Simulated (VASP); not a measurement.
# Ta16H (a cell with a defect) in VASP: a series of runs

The runs below take Ta16H (a cell with a defect) through single point, with PBE.

Everything below comes from runs of VASP 6.6.1. Logs are shortened: lines on timing, memory, paths and dates and some standing lists are left out, and cuts for length are marked.

### Step 1. The cell of the first run

The cell holds a defect, 17 atoms: a = 6.620 Å, b = 6.620 Å, c = 6.620 Å, α = 90.00°, β = 90.00°, γ = 90.00°.

### Step 2. Single point, PBE

INCAR reads:

```
SYSTEM = Ta16H
ALGO = Normal
EDIFF = 1E-6
ENCUT = 520
GGA = PE
ISIF = 2
ISMEAR = -1
LASPH = .True.
LCHARG = .True.
LELF = .True.
LREAL = Auto
LVHAR = .True.
LWAVE = .False.
NBANDS = 102
NELM = 100
PREC = Accurate
SIGMA = 0.1
```

KPOINTS reads:

```
k-points
0
Gamma
  3 3 3
  0 0 0
```

POSCAR reads:

```
Ta16H
1.0
    6.6200000000      0.0000000000      0.0000000000
    0.0000000000      6.6200000000      0.0000000000
    0.0000000000      0.0000000000      6.6200000000
Ta H
16 1
Direct
   -0.0023262840     -0.0007703927     -0.0054531722
    0.5053021148      0.0075377644      0.0053323263
    0.0020392749      0.4956646526     -0.0189577039
   -0.0183534743     -0.0294108761      0.5068731118
    0.2637764350      0.2460574018      0.2500755287
    0.5079154079      0.5046525680      0.0270090634
    0.5031570997      0.0130513595      0.5032628399
    0.7745166163      0.2535196375      0.2470090634
   -0.0333232628      0.5072054381      0.5001812689
    0.2746676737      0.7373413897      0.2539728097
    0.2260574018      0.2308761329      0.7608308157
    0.5300906344      0.4905891239      0.4966767372
    0.7377794562      0.7683232628      0.2801359517
    0.7681722054      0.2615407855      0.7179305136
    0.2206646526      0.7470543807      0.7789879154
    0.7253927492      0.7601510574      0.7662386707
   -0.0010725076      0.8309365559      0.2151963746
```

Potentials or basis: VASP PAW PBE potentials, release 64 (Ta_pv, H).

Command:

```console
> cat potpaw_PBE.64/Ta_pv/POTCAR potpaw_PBE.64/H/POTCAR > POTCAR
> mpirun -np 1 vasp_std > vasp.out
```

OUTCAR:

```text
SYSTEM = Ta16H
   EDIFF = 1E-6
   ENCUT = 520
   GGA = PE
   ISIF = 2
   ISMEAR = -1
   LASPH = .True.
   LREAL = Auto
   NELM = 100
   PREC = Accurate

 ion  position               nearest neighbor table
   1  0.998  0.999  0.995-  17 1.84  15 2.65  11 2.65   8 2.79  16 2.84   5 2.94  14 2.95  13 2.98
                            10 3.05   4 3.24   2 3.26   3 3.29   3 3.33   2 3.36   4 3.40
   2  0.505  0.008  0.005-  16 2.70   5 2.77  13 2.86  11 2.87  10 2.87   8 2.90  15 2.96  14 3.08
                             1 3.26   6 3.29   7 3.30   7 3.32   6 3.33   1 3.36
   3  0.002  0.496  0.981-  15 2.58  11 2.72  14 2.80   8 2.82  16 2.91   5 2.98  10 3.01   9 3.19
                            13 3.20   6 3.29   1 3.29   1 3.33   6 3.36   9 3.45
   4  0.982  0.971  0.507-  17 2.14  13 2.58  14 2.77  16 2.79  15 2.82   8 2.89  11 2.90  10 2.99
                             9 3.07   5 3.12   7 3.18   1 3.24   1 3.40   7 3.46   9 3.55
   5  0.264  0.246  0.250-   2 2.77   7 2.77   6 2.78  12 2.90   1 2.94   3 2.98   9 3.10   4 3.12
                             8 3.24  11 3.25  10 3.25  10 3.37   8 3.38  11 3.39
   6  0.508  0.505  0.027-  10 2.65   5 2.78  16 2.81   8 2.83  13 2.86  15 2.98  12 3.11  14 3.12
                            11 3.14   3 3.29   2 3.29   2 3.33   3 3.36  12 3.52
   7  0.503  0.013  0.503-  13 2.69   5 2.77  14 2.79  16 2.83  10 2.89  11 2.89   8 2.94  15 3.15
                            12 3.17   4 3.18   2 3.30   2 3.32  12 3.46   4 3.46
   8  0.775  0.254  0.247-   9 2.69   1 2.79  12 2.80   3 2.82   6 2.83   4 2.89   2 2.90   7 2.94
                            14 3.12  13 3.23   5 3.24   5 3.38  13 3.42  14 3.50
   9  0.967  0.507  0.500-  14 2.54   8 2.69  13 2.72  12 2.89  16 2.91  15 2.96  10 3.02  11 3.05
                             4 3.07   5 3.10   3 3.19   3 3.45   4 3.55
  10  0.275  0.737  0.254-  17 1.94   6 2.65  12 2.85   2 2.87   7 2.89   4 2.99   3 3.01   9 3.02
                             1 3.05  13 3.08  15 3.17   5 3.25   5 3.37  15 3.49  13 3.56
  11  0.226  0.231  0.761-   1 2.65   3 2.72   2 2.87   7 2.89   4 2.90   9 3.05  14 3.05   6 3.14
                            12 3.17  15 3.21   5 3.25   5 3.39  15 3.42  14 3.61
  12  0.530  0.491  0.497-  14 2.63  13 2.71   8 2.80  16 2.84  10 2.85   9 2.89   5 2.90   6 3.11
                             7 3.17  11 3.17  15 3.25   7 3.46   6 3.52
  13  0.738  0.768  0.280-  17 1.83   4 2.58   7 2.69  12 2.71   9 2.72   6 2.86   2 2.86   1 2.98
                            10 3.08   3 3.20  16 3.22   8 3.23  16 3.40   8 3.42  10 3.56
  14  0.768  0.262  0.718-   9 2.54  12 2.63   4 2.77   7 2.79   3 2.80   1 2.95  11 3.05   2 3.08
                             8 3.12   6 3.12  16 3.33  16 3.35   8 3.50  11 3.61
  15  0.221  0.747  0.779-   3 2.58   1 2.65   4 2.82   9 2.96   2 2.96   6 2.98   7 3.15  10 3.17
                            11 3.21  12 3.25  16 3.28  16 3.34  11 3.42  10 3.49
  16  0.725  0.760  0.766-   2 2.70   4 2.79   6 2.81   7 2.83   1 2.84  12 2.84   3 2.91   9 2.91
                            13 3.22  15 3.28  14 3.33  15 3.34  14 3.35  13 3.40
  17  0.999  0.831  0.215-  13 1.83   1 1.84  10 1.94   4 2.14

  LATTYP: Found a simple cubic cell.
 ALAT       =     6.6200000000

  Lattice vectors:

 A1 = (   6.6200000000,   0.0000000000,   0.0000000000)
 A2 = (   0.0000000000,   6.6200000000,   0.0000000000)
 A3 = (   0.0000000000,   0.0000000000,   6.6200000000)

Analysis of symmetry for initial positions (statically):
=====================================================================
 Subroutine PRICEL returns:
 Original cell was already a primitive cell.

 Routine SETGRP: Setting up the symmetry group for a
 simple cubic supercell.

 Subroutine GETGRP returns: Found  1 space group operations
 (whereof  1 operations were pure point group operations)
 out of a pool of 48 trial point group operations.

The static configuration has the point symmetry C_1 .

Analysis of symmetry for dynamics (positions and initial velocities):
=====================================================================
 Subroutine PRICEL returns:
 Original cell was already a primitive cell.

 Routine SETGRP: Setting up the symmetry group for a
 simple cubic supercell.

 Subroutine GETGRP returns: Found  1 space group operations
 (whereof  1 operations were pure point group operations)
 out of a pool of 48 trial point group operations.

The dynamic configuration has the point symmetry C_1 .

 Subroutine INISYM returns: Found  1 space group operations
 (whereof  1 operations are pure point group operations),
 and found     1 'primitive' translations

----------------------------------------------------------------------------------------

                                     Primitive cell

  volume of cell :     290.1175

  direct lattice vectors                    reciprocal lattice vectors
     6.620000000  0.000000000  0.000000000     0.151057402  0.000000000  0.000000000
     0.000000000  6.620000000  0.000000000     0.000000000  0.151057402  0.000000000
     0.000000000  0.000000000  6.620000000     0.000000000  0.000000000  0.151057402

  length of vectors
     6.620000000  6.620000000  6.620000000     0.151057402  0.151057402  0.151057402

  position of ions in fractional coordinates (direct lattice)
     0.997673716  0.999229607  0.994546828
     0.505302115  0.007537764  0.005332326
     0.002039275  0.495664653  0.981042296
     0.981646526  0.970589124  0.506873112
     0.263776435  0.246057402  0.250075529
     0.507915408  0.504652568  0.027009063
[... 9 lines left out ...]
     0.725392749  0.760151057  0.766238671
     0.998927492  0.830936556  0.215196375

  ion indices of the primitive-cell ions
   primitive index   ion index
                 1           1
                 2           2
                 3           3
                 4           4
                 5           5
                 6           6
[... 9 lines left out ...]
                16          16
                17          17

----------------------------------------------------------------------------------------

 KPOINTS: k-points

Automatic generation of k-mesh.
 Grid dimensions read from file:
 generate k-points for:    3    3    3

 Generating k-lattice:

  Cartesian coordinates                     Fractional coordinates (reciprocal lattice)
     0.050352467  0.000000000  0.000000000     0.333333333  0.000000000  0.000000000
     0.000000000  0.050352467  0.000000000     0.000000000  0.333333333  0.000000000
     0.000000000  0.000000000  0.050352467     0.000000000  0.000000000  0.333333333

  Length of vectors
     0.050352467  0.050352467  0.050352467

  Shift w.r.t. Gamma in fractional coordinates (k-lattice)
     0.000000000  0.000000000  0.000000000

 Subroutine IBZKPT returns following result:
 ===========================================

 Found     14 irreducible k-points:

 Following reciprocal coordinates:
            Coordinates               Weight
  0.000000  0.000000  0.000000      1.000000
  0.333333  0.000000  0.000000      2.000000
  0.000000  0.333333  0.000000      2.000000
  0.000000  0.000000  0.333333      2.000000
  0.333333  0.333333  0.000000      2.000000
  0.000000  0.333333  0.333333      2.000000
  0.333333  0.000000  0.333333      2.000000
 -0.333333  0.333333  0.000000      2.000000
 -0.333333  0.000000  0.333333      2.000000
  0.000000 -0.333333  0.333333      2.000000
  0.333333  0.333333  0.333333      2.000000
 -0.333333  0.333333  0.333333      2.000000
 -0.333333 -0.333333  0.333333      2.000000
  0.333333 -0.333333  0.333333      2.000000
   k-points           NKPTS =     14   k-points in BZ     NKDIM =     14   number of bands    NBANDS=    102
   number of dos      NEDOS =    301   number of ions     NIONS =     17
   total plane-waves  NPLWV = 125000
   dimension x,y,z NGX =    50 NGY =   50 NGZ =   50
   dimension x,y,z NGXF=   100 NGYF=  100 NGZF=  100
   ions per type =              16   1
   NGX,Y,Z   is equivalent  to a cutoff of  12.56, 12.56, 12.56 a.u.
   NGXF,Y,Z  is equivalent  to a cutoff of  25.11, 25.11, 25.11 a.u.
 SYSTEM =  Ta16H
   PREC   = accura    normal or accurate (medium, high low for compatibility)
   ISTART =      0    job   : 0-new  1-cont  2-samecut
   ICHARG =      2    charge: 1-file 2-atom 10-const
   ISPIN  =      1    spin polarized calculation?
   LNONCOLLINEAR =      F non collinear calculations
   LSORBIT =      F    spin-orbit coupling
   LASPH  =      T    aspherical Exc in radial PAW
   ENCUT  =  520.0 eV  38.22 Ry    6.18 a.u.  12.31 12.31 12.31*2*pi/ulx,y,z
   NELM   =    100;   NELMIN=  2; NELMDL= -5     # of ELM steps
   EDIFF  = 0.1E-05   stopping-criterion for ELM
   LREAL  =      T    real-space projection
   EDIFFG = 0.1E-04   stopping-criterion for IOM
   NSW    =      0    number of steps for IOM
   IBRION =     -1    ionic relax: 0-MD 1-quasi-New 2-CG
   NFREE  =      0    steps in history (QN), initial steepest desc. (CG)
   ISIF   =      2    stress and relaxation
   ISYM   =      2    0-nonsym 1-usesym 2-fastsym
   POTIM  = 0.5000    time-step for ionic-motion
   TEBEG  =    0.0;   TEEND  =   0.0 temperature during run
   PSTRESS=    0.0 pullay stress
   NELECT =     177.0000    total number of electrons
   NUPDOWN=      -1.0000    fix difference up-down
   EMIN   =  10.00;   EMAX   =-10.00  energy-range for DOS
   EFERMI =   0.00;   METHOD = LEGACY
   ISMEAR =    -1;   SIGMA  =   0.10  broadening in eV -4-tet -1-fermi 0-gaus
   EFERMI_NEDOS =   21; number of points for ismear=-14 and -15
   IALGO  =     38    algorithm
   IMIX   =      4    mixing-type and parameters
     AMIX     =   0.40;   BMIX     =  1.00
     AMIX_MAG =   1.60;   BMIX_MAG =  1.00
  volume/ion in A,a.u.               =      17.07       115.17
  Fermi-wavevector in a.u.,A,eV,Ry     =   1.388485  2.623857 26.230553  1.927891
  Thomas-Fermi vector in A             =   2.512607
   LORBIT       =      0    0 simple, 1 ext, 2 COOP (PROOUT), +10 PAW based schemes
   GGA     = PE    functional components
   LHFCALC =     F    Hartree Fock is set to
   AEXX    =    0.0000 exact exchange contribution
   IVDW    =     0    specifies the selected vdW correction
   LEPSILON=     F    determine dielectric tensor
   LRPA    =     F    only Hartree local field effects (RPA)
 non-spin polarized calculation
  energy-cutoff  :      520.00
  volume of cell :      290.12
 maximum number of plane-waves:      7820
 NGX is ok and might be reduce to    50
   NGX = 25   NGY = 25   NGZ = 25

 number of electron     177.0000004 magnetization

 Free energy of the ion-electron system (eV)
  ---------------------------------------------------
  ext. energy  EPLUGINS =         0.00000000
  ---------------------------------------------------
  free energy    TOTEN  =      -189.90506419 eV

  energy without entropy =     -189.28072481  energy(sigma->0) =     -189.59289450

 E-fermi :   5.5761     XC(G=0): -12.5849

 val. band max:        5.5712418884   @ k =   0.3333   0.0000   0.0000
 cond. band min:       5.5831972156   @ k =   0.0000  -0.3333   0.3333
 fundamental gap:      0.0119553272
 Fermi energy:         5.5760519200

 k-point     1 :       0.0000    0.0000    0.0000
  band No.  band energies     occupation
      1     -28.9451      2.00000
      2     -28.9175      2.00000
      3     -28.8479      2.00000
      4     -28.8247      2.00000
      5     -28.8181      2.00000
      6     -28.7767      2.00000
[... 92 lines left out ...]
     99       7.3639      0.00000
    100       7.3756      0.00000

 k-point     2 :       0.3333    0.0000    0.0000
  band No.  band energies     occupation
      1     -28.8864      2.00000
      2     -28.8630      2.00000
      3     -28.7881      2.00000
      4     -28.7614      2.00000
      5     -28.7441      2.00000
      6     -28.7060      2.00000
[... 1328 lines left out ...]
     99       7.9434      0.00000
    100       8.1103      0.00000
 [bands above 100 left out]

------------------------ aborting loop because EDIFF is reached ----------------------------------------

  FORCE on cell =-STRESS in cart. coord.  units (eV):
  Direction    XX          YY          ZZ          XY          YZ          ZX
  --------------------------------------------------------------------------------------
  -------------------------------------------------------------------------------------
  Total       17.4855143     16.9300463     15.2862258      0.8044707     -1.3632054     -0.1467555
  in kB       96.5639504     93.4963723     84.4183550      4.4426986     -7.5283172     -0.8104588
  external PRESSURE =      91.4928926 kB  Pullay stress =       0.0000000 kB

 VOLUME and BASIS-vectors are now :
 -----------------------------------------------------------------------------
  energy-cutoff  :      520.00
  volume of cell :      290.12
      direct lattice vectors                 reciprocal lattice vectors
     6.620000000  0.000000000  0.000000000     0.151057402  0.000000000  0.000000000
     0.000000000  6.620000000  0.000000000     0.000000000  0.151057402  0.000000000
     0.000000000  0.000000000  6.620000000     0.000000000  0.000000000  0.151057402

 POSITION                                       TOTAL-FORCE (eV/Angst)
 -----------------------------------------------------------------------------------
      6.60460      6.61490      6.58390        -0.406712      0.452606      0.539446
      3.34510      0.04990      0.03530        -0.561753      0.271150      0.251269
      0.01350      3.28130      6.49450        -0.439282     -0.200836      1.910537
      6.49850      6.42530      3.35550         2.328171      1.985814      0.047930
      1.74620      1.62890      1.65550        -0.574790      0.211639     -0.155779
      3.36240      3.34080      0.17880        -0.273626     -0.533061     -1.612293
[... 9 lines left out ...]
      4.80210      5.03220      5.07250         0.732221     -0.657457     -0.555561
      6.61290      5.50080      1.42460         0.780289     -0.051459      0.477689
 -----------------------------------------------------------------------------------
    total drift:                               -0.002964      0.001001      0.000275

  FREE ENERGIE OF THE ION-ELECTRON SYSTEM (eV)
  ---------------------------------------------------
  free  energy   TOTEN  =      -189.9050641914 eV

  energy  without entropy=     -189.2807248076  energy(sigma->0) =     -189.59289450
```

It took 13 min on 1 thread of Intel Xeon Platinum 8488C (Sapphire Rapids), shared host; peak memory 0.5 GiB.

What came out:

- Free energy: -189.9051 eV
- Pressure: 9.1 GPa
- Largest force: 3.756 eV/Å
- Band gap on the k mesh: zero (an odd number of electrons rules out a gap without spin polarisation)

Forces on the atoms (eV/Å):
```
Ta  -0.407  0.453  0.539
Ta  -0.562  0.271  0.251
Ta  -0.439 -0.201  1.911
Ta   2.328  1.986  0.048
Ta  -0.575  0.212 -0.156
Ta  -0.274 -0.533 -1.612
Ta  -1.171 -0.212  0.766
Ta  -0.987 -0.404 -0.495
Ta   3.155  0.379  0.000
Ta  -1.308  0.490  0.687
Ta   1.678  0.799 -1.375
Ta  -2.814  0.330  0.580
Ta  -0.942 -1.392 -2.707
Ta  -1.439 -1.521  3.118
Ta   2.243  0.052 -1.477
Ta   0.732 -0.657 -0.556
H    0.780 -0.051  0.478
```

Stress tensor (GPa, compression positive):
```
 9.66  0.44 -0.08
 0.44  9.35 -0.75
-0.08 -0.75  8.44
```

Caveat: the atoms stand as in a frame of molecular dynamics; spin-orbit coupling is left out, which moves the levels of the heavy elements.

(Continued in part 2 of 2.)
